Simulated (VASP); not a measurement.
Runs of VASP 6.6.1 on As. The structure is that of space group Pmna (No. 53), or close to it. The cells are those of the table. 

| cell | gap on the mesh (eV) | largest force (eV/Å) |
| --- | --- | --- |
| a = 4.759, b = 3.598, c = 28.270 Å, 4 atoms | 0.80 | 0.42 |
| a = 4.687, b = 3.543, c = 28.270 Å, 4 atoms | 0.64 | 0.45 |
| a = 4.807, b = 3.616, c = 28.270 Å, 4 atoms | (a) | 0.40 |
| a = 4.807, b = 3.634, c = 28.270 Å, 4 atoms | 0.91 | 0.40 |
| a = 4.687, b = 3.634, c = 28.270 Å, 4 atoms | (b) | 0.42 |

Alike in all rows: task single point; level PBE; potentials or basis VASP PAW PBE potentials, release 64 (As); no spin polarisation; k mesh 6 × 8 × 1; cutoff (eV) 520; smearing fermi-dirac 0.02 eV.

Fill in the values left out.

(a) 0.88; (b) 0.77.

A k mesh can miss the band edges, and the runs leave out spin-orbit coupling on As.
